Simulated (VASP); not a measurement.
# Ir (Fm-3m) in VASP: a series of runs

The runs below take Ir through single point, with r2SCANh, PBEsol-based screened hybrid, r2SCAN0.

Everything below comes from runs of VASP 6.6.1. Logs are shortened: lines on timing, memory, paths and dates and some standing lists are left out, and cuts for length are marked.

**1. The cell of the first run**

It takes space group Fm-3m (No. 225, cubic). The conventional cell has a = 3.906 Å, b = 3.906 Å, c = 3.906 Å, α = 90.00°, β = 90.00°, γ = 90.00°. Within 3.6 Å of Ir (site symmetry m-3m) lie 12 Ir at 2.76 Å.

**2. Single point, r2SCANh**

Input file POSCAR:

```
Ir
1.0
    0.0000000000      1.9531703226      1.9531703226
    1.9531703226      0.0000000000      1.9531703226
    1.9531703226      1.9531703226      0.0000000000
Ir
1
Direct
    0.0000000000      0.0000000000      0.0000000000
```

Input file INCAR.step1:

```
ALGO = Normal
EDIFF = 1E-5
ENCUT = 520
GGA = PE
ISIF = 2
ISMEAR = -1
LASPH = T
LCHARG = F
LREAL = F
LWAVE = T
NBANDS = 10
NELM = 80
PREC = Accurate
SIGMA = 0.05
```

Input file INCAR.step2:

```
AEXX = 0.1
ALGO = Normal
EDIFF = 1E-7
ENCUT = 520
ISIF = 2
ISMEAR = -1
ISTART = 1
LASPH = T
LCHARG = F
LHFCALC = T
LMIXTAU = T
LREAL = F
LWAVE = F
METAGGA = R2SCAN
NBANDS = 10
NELM = 80
PREC = Accurate
PRECFOCK = Normal
SIGMA = 0.05
```

Input file KPOINTS:

```
k-points
0
Gamma
  6 6 6
```

Potentials or basis: VASP PAW PBE potentials, release 64 (Ir).

On the command line:

```sh
cat potpaw_PBE.64/Ir/POTCAR > POTCAR
cp INCAR.step1 INCAR
mpirun -np 1 vasp_std > vasp.out
cp INCAR.step2 INCAR
mpirun -np 1 vasp_std > vasp.out
```

OUTCAR:

```text
AEXX = 0.1
   EDIFF = 1E-7
   ENCUT = 520
   ISIF = 2
   ISMEAR = -1
   ISTART = 1
   LASPH = T
   LHFCALC = T
   LREAL = F
   METAGGA = R2SCAN
   NELM = 80
   PREC = Accurate
   PRECFOCK = Normal

 ion  position               nearest neighbor table
   1  0.000  0.000  0.000-

  LATTYP: Found a face centered cubic cell.
 ALAT       =     3.9063406452

  Lattice vectors:

 A1 = (   0.0000000000,   1.9531703226,   1.9531703226)
 A2 = (   1.9531703226,   0.0000000000,   1.9531703226)
 A3 = (   1.9531703226,   1.9531703226,   0.0000000000)

Analysis of symmetry for initial positions (statically):
[... 5 lines left out ...]
 face centered cubic supercell.

 Subroutine GETGRP returns: Found 48 space group operations
 (whereof 48 operations were pure point group operations)
 out of a pool of 48 trial point group operations.

The static configuration has the point symmetry O_h .

Analysis of symmetry for dynamics (positions and initial velocities):
[... 5 lines left out ...]
 face centered cubic supercell.

 Subroutine GETGRP returns: Found 48 space group operations
 (whereof 48 operations were pure point group operations)
 out of a pool of 48 trial point group operations.

The dynamic configuration has the point symmetry O_h .

 Subroutine INISYM returns: Found 48 space group operations
 (whereof 48 operations are pure point group operations),
 and found     1 'primitive' translations

----------------------------------------------------------------------------------------

                                     Primitive cell

  volume of cell :      14.9022

  direct lattice vectors                    reciprocal lattice vectors
     0.000000000  1.953170323  1.953170323    -0.255994060  0.255994060  0.255994060
     1.953170323  0.000000000  1.953170323     0.255994060 -0.255994060  0.255994060
     1.953170323  1.953170323  0.000000000     0.255994060  0.255994060 -0.255994060

  length of vectors
     2.762199960  2.762199960  2.762199960     0.443394718  0.443394718  0.443394718

  position of ions in fractional coordinates (direct lattice)
     0.000000000  0.000000000  0.000000000

  ion indices of the primitive-cell ions
   primitive index   ion index
                 1           1

----------------------------------------------------------------------------------------

 KPOINTS: k-points

Automatic generation of k-mesh.
 Grid dimensions read from file:
 generate k-points for:    6    6    6

 Generating k-lattice:

  Cartesian coordinates                     Fractional coordinates (reciprocal lattice)
    -0.042665677  0.042665677  0.042665677     0.166666667  0.000000000  0.000000000
     0.042665677 -0.042665677  0.042665677     0.000000000  0.166666667  0.000000000
     0.042665677  0.042665677 -0.042665677     0.000000000  0.000000000  0.166666667

  Length of vectors
     0.073899120  0.073899120  0.073899120

  Shift w.r.t. Gamma in fractional coordinates (k-lattice)
     0.000000000  0.000000000  0.000000000

 Subroutine IBZKPT returns following result:
 ===========================================

 Found     16 irreducible k-points:

 Following reciprocal coordinates:
[... 6 lines left out ...]
  0.333333  0.166667  0.000000     24.000000
[... 8 lines left out ...]
 -0.333333  0.333333  0.166667     24.000000
 -0.333333  0.500000  0.166667     12.000000
   k-points           NKPTS =     16   k-points in BZ     NKDIM =    216   number of bands    NBANDS=     10
   number of dos      NEDOS =    301   number of ions     NIONS =      1
   total plane-waves  NPLWV =  13824
   dimension x,y,z NGX =    24 NGY =   24 NGZ =   24
   dimension x,y,z NGXF=    48 NGYF=   48 NGZF=   48
   ions per type =               1
   NGX,Y,Z   is equivalent  to a cutoff of  14.44, 14.44, 14.44 a.u.
   NGXF,Y,Z  is equivalent  to a cutoff of  28.89, 28.89, 28.89 a.u.
 SYSTEM =  unknown system
   PREC   = accura    normal or accurate (medium, high low for compatibility)
   ISTART =      1    job   : 0-new  1-cont  2-samecut
   ICHARG =      0    charge: 1-file 2-atom 10-const
   ISPIN  =      1    spin polarized calculation?
   LNONCOLLINEAR =      F non collinear calculations
   LSORBIT =      F    spin-orbit coupling
   LASPH  =      T    aspherical Exc in radial PAW
   ENCUT  =  520.0 eV  38.22 Ry    6.18 a.u.   5.14  5.14  5.14*2*pi/ulx,y,z
   NELM   =     80;   NELMIN=  2; NELMDL=  0     # of ELM steps
   EDIFF  = 0.1E-06   stopping-criterion for ELM
   LREAL  =      F    real-space projection
   EDIFFG = 0.1E-05   stopping-criterion for IOM
   NSW    =      0    number of steps for IOM
   IBRION =     -1    ionic relax: 0-MD 1-quasi-New 2-CG
   NFREE  =      0    steps in history (QN), initial steepest desc. (CG)
   ISIF   =      2    stress and relaxation
   ISYM   =      3    0-nonsym 1-usesym 2-fastsym
   POTIM  = 0.5000    time-step for ionic-motion
   TEBEG  =    0.0;   TEEND  =   0.0 temperature during run
   PSTRESS=    0.0 pullay stress
   NELECT =       9.0000    total number of electrons
   NUPDOWN=      -1.0000    fix difference up-down
   EMIN   =  10.00;   EMAX   =-10.00  energy-range for DOS
   EFERMI =   0.00;   METHOD = LEGACY
   ISMEAR =    -1;   SIGMA  =   0.05  broadening in eV -4-tet -1-fermi 0-gaus
   EFERMI_NEDOS =   21; number of points for ismear=-14 and -15
   IALGO  =     38    algorithm
   IMIX   =      1    mixing-type and parameters
     AMIX     =   0.40;   BMIX     =  1.00
     AMIX_MAG =   1.60;   BMIX_MAG =  1.00
  volume/ion in A,a.u.               =      14.90       100.56
  Fermi-wavevector in a.u.,A,eV,Ry     =   1.383796  2.614996 26.053697  1.914893
  Thomas-Fermi vector in A             =   2.508361
   LORBIT       =      0    0 simple, 1 ext, 2 COOP (PROOUT), +10 PAW based schemes
   METAGGA = R2SCAN    functional components
   LHFCALC =     T    Hartree Fock is set to
   PRECFOCK=normal    Normal, Fast or Accurate (Low or Medium for compatibility)
   ENCUT4O =  -1.0   cutoff for four orbital integrals eV
   NKREDX  =     1    reduce k-point grid by
   NKREDY  =     1    reduce k-point grid by
   NKREDZ  =     1    reduce k-point grid by
   AEXX    =    0.1000 exact exchange contribution
   HFSCREEN=    0.0000 screening length (either q_TF or 0.3 A-1)
   HFSCREENC=   0.0000 screening length for correlation (either q_TF or 0.3 A-1)
   ENCUTFOCK=  -1.0 apply spherical cutoff to Coloumb kernel
   IVDW    =     0    specifies the selected vdW correction
   LEPSILON=     F    determine dielectric tensor
   LRPA    =     F    only Hartree local field effects (RPA)
 non-spin polarized calculation
  energy-cutoff  :      520.00
  volume of cell :       14.90
 maximum number of plane-waves:       411
 NGX is ok and might be reduce to    24
  NGX = 16; NGY = 16; NGZ = 16

 number of electron       9.0000001 magnetization

 Free energy of the ion-electron system (eV)
  ---------------------------------------------------
  ext. energy  EPLUGINS =         0.00000000
  ---------------------------------------------------
  free energy    TOTEN  =       -48.91963782 eV

  energy without entropy =      -48.91104014  energy(sigma->0) =      -48.91533898

 E-fermi :   8.6780     XC(G=0): -13.6454

 val. band max:        8.5984136391   @ k =   0.5000   0.3333   0.1667
 cond. band min:       9.0334577817   @ k =   0.3333   0.0000   0.0000
 fundamental gap:      0.4350441426
 Fermi energy:         8.6779634981

 k-point     1 :       0.0000    0.0000    0.0000
  band No.  band energies     occupation
      1      -2.3718      2.00000
      2       5.0587      2.00000
      3       5.0587      2.00000
      4       5.0587      2.00000
      5       7.5997      2.00000
      6       7.5997      2.00000
      7      24.8960      0.00000
      8      30.4962      0.00000
      9      30.4962      0.00000
     10      30.4962      0.00000

 k-point     2 :       0.1667    0.0000    0.0000
  band No.  band energies     occupation
      1      -1.1882      2.00000
      2       4.5955      2.00000
      3       5.4544      2.00000
      4       5.4544      2.00000
      5       7.5113      2.00000
      6       7.5113      2.00000
      7      26.5203      0.00000
      8      26.6648      0.00000
      9      32.3160      0.00000
     10      32.3160      0.00000

 k-point     3 :       0.3333    0.0000    0.0000
  band No.  band energies     occupation
      1       0.6303      2.00000
      2       5.2167      2.00000
      3       5.2167      2.00000
      4       5.5154      2.00000
      5       9.0335      0.00163
      6       9.0335      0.00163
      7      21.1815      0.00000
      8      25.9358      0.00000
      9      32.8287      0.00000
     10      32.8287      0.00000

 k-point     4 :       0.5000    0.0000    0.0000
  band No.  band energies     occupation
      1       0.7860      2.00000
      2       4.8799      2.00000
      3       4.8799      2.00000
      4       8.4021      1.99200
      5      10.1969      0.00000
      6      10.1969      0.00000
      7      16.8115      0.00000
      8      24.4880      0.00000
      9      30.1386      0.00000
     10      30.1386      0.00000

 k-point     5 :       0.1667    0.1667    0.0000
  band No.  band energies     occupation
      1      -0.7774      2.00000
      2       3.9948      2.00000
      3       6.0081      2.00000
      4       6.0081      2.00000
      5       6.4419      2.00000
      6       8.1233      1.99997
      7      27.4143      0.00000
      8      28.5373      0.00000
      9      30.2337      0.00000
     10      30.2337      0.00000

 k-point     6 :       0.3333    0.1667    0.0000
  band No.  band energies     occupation
      1       1.1213      2.00000
      2       3.5691      2.00000
      3       5.0772      2.00000
      4       6.3465      2.00000
      5       8.3851      1.99430
      6       9.4024      0.00000
      7      23.7391      0.00000
      8      27.8635      0.00000
      9      29.0686      0.00000
     10      31.1061      0.00000

 k-point     7 :       0.5000    0.1667    0.0000
  band No.  band energies     occupation
      1       1.6745      2.00000
      2       4.1286      2.00000
      3       5.6697      2.00000
      4       5.8350      2.00000
      5      10.2691      0.00000
      6      12.6123      0.00000
      7      17.2252      0.00000
      8      25.8691      0.00000
      9      28.4790      0.00000
     10      28.9465      0.00000

 k-point     8 :      -0.3333    0.1667    0.0000
  band No.  band energies     occupation
      1       1.8133      2.00000
      2       4.4074      2.00000
      3       5.1986      2.00000
      4       5.7889      2.00000
      5       8.5003      1.94438
      6      12.0625      0.00000
      7      19.5131      0.00000
      8      25.7834      0.00000
      9      27.7014      0.00000
     10      32.0472      0.00000

 k-point     9 :      -0.1667    0.1667    0.0000
  band No.  band energies     occupation
      1       0.5062      2.00000
      2       3.9783      2.00000
      3       5.3449      2.00000
      4       6.3240      2.00000
      5       6.5320      2.00000
      6       9.4741      0.00000
      7      24.8915      0.00000
      8      27.5238      0.00000
      9      30.6475      0.00000
     10      30.8571      0.00000

 k-point    10 :       0.3333    0.3333    0.0000
  band No.  band energies     occupation
      1       1.3816      2.00000
      2       2.2989      2.00000
      3       6.8263      2.00000
      4       8.5679      1.80076
      5       8.5679      1.80076
      6       9.4169      0.00000
      7      25.2535      0.00000
      8      25.2535      0.00000
      9      26.4014      0.00000
     10      30.3130      0.00000

 k-point    11 :       0.5000    0.3333    0.0000
  band No.  band energies     occupation
      1       1.6623      2.00000
      2       2.3906      2.00000
      3       6.6521      2.00000
      4       8.2410      1.99968
      5      10.4530      0.00000
      6      13.3005      0.00000
      7      19.0026      0.00000
      8      23.4402      0.00000
      9      24.3011      0.00000
     10      31.6005      0.00000

 k-point    12 :      -0.3333    0.3333    0.0000
  band No.  band energies     occupation
      1       2.4642      2.00000
      2       3.6120      2.00000
      3       5.0881      2.00000
      4       7.2549      2.00000
      5       9.3585      0.00000
      6      14.7184      0.00000
      7      19.5063      0.00000
      8      20.6349      0.00000
      9      27.7922      0.00000
     10      29.9380      0.00000

 k-point    13 :       0.5000    0.5000    0.0000
  band No.  band energies     occupation
      1       0.9932      2.00000
      2       1.5900      2.00000
      3       9.9615      0.00000
      4      10.8034      0.00000
      5      10.8034      0.00000
      6      11.1303      0.00000
      7      20.1064      0.00000
      8      21.7359      0.00000
      9      21.7359      0.00000
     10      31.4513      0.00000

 k-point    14 :       0.5000    0.3333    0.1667
  band No.  band energies     occupation
      1       2.6345      2.00000
      2       3.1700      2.00000
      3       4.2935      2.00000
      4       7.6400      2.00000
      5       8.5984      1.66151
      6      12.3372      0.00000
      7      21.4521      0.00000
      8      23.6587      0.00000
      9      26.7640      0.00000
     10      33.4314      0.00000

 k-point    15 :      -0.3333    0.3333    0.1667
  band No.  band energies     occupation
      1       3.1061      2.00000
      2       3.1417      2.00000
      3       4.6563      2.00000
      4       6.9915      2.00000
      5       9.9797      0.00000
      6      16.3143      0.00000
      7      16.4388      0.00000
      8      23.2095      0.00000
      9      24.9895      0.00000
     10      32.0100      0.00000

 k-point    16 :      -0.3333    0.5000    0.1667
  band No.  band energies     occupation
      1       2.1033      2.00000
      2       2.7107      2.00000
      3       5.9158      2.00000
      4       7.8962      2.00000
      5      10.8237      0.00000
      6      16.3682      0.00000
      7      18.2235      0.00000
      8      20.5073      0.00000
      9      22.9301      0.00000
     10      34.8303      0.00000

------------------------ aborting loop because EDIFF is reached ----------------------------------------

  FORCE on cell =-STRESS in cart. coord.  units (eV):
  Direction    XX          YY          ZZ          XY          YZ          ZX
  --------------------------------------------------------------------------------------
  -------------------------------------------------------------------------------------
  Total       -1.6207975     -1.6207975     -1.6207975     -0.0000000     -0.0000000      0.0000000
  in kB     -174.2565039   -174.2565039   -174.2565039     -0.0000000     -0.0000000      0.0000000
  external PRESSURE =    -174.2565039 kB  Pullay stress =       0.0000000 kB

 VOLUME and BASIS-vectors are now :
 -----------------------------------------------------------------------------
  energy-cutoff  :      520.00
  volume of cell :       14.90
      direct lattice vectors                 reciprocal lattice vectors
     0.000000000  1.953170323  1.953170323    -0.255994060  0.255994060  0.255994060
     1.953170323  0.000000000  1.953170323     0.255994060 -0.255994060  0.255994060
     1.953170323  1.953170323  0.000000000     0.255994060  0.255994060 -0.255994060

 POSITION                                       TOTAL-FORCE (eV/Angst)
 -----------------------------------------------------------------------------------
      0.00000      0.00000      0.00000        -0.000000      0.000000     -0.000000
 -----------------------------------------------------------------------------------
    total drift:                                0.000000      0.000000      0.000000

  FREE ENERGIE OF THE ION-ELECTRON SYSTEM (eV)
  ---------------------------------------------------
  free  energy   TOTEN  =       -48.9196378153 eV

  energy  without entropy=      -48.9110401418  energy(sigma->0) =      -48.91533898
```

Wall time 8.9 min (1 thread of Intel Xeon Platinum 8259CL at 2.50GHz (Skylake/Cascade Lake), shared host); peak memory 0.15 GiB.

What came out:

| Item | Value |
| --- | --- |
| Free energy | -48.9196 eV |
| Pressure | -17.4 GPa |

Caveat: the k points lie up to 0.46 Å⁻¹ apart; the PAW data sets were made with another functional, which shifts forces and pressure a little; spin-orbit coupling is left out, which moves the levels of the heavy elements.

(Continued in part 2 of 3.)
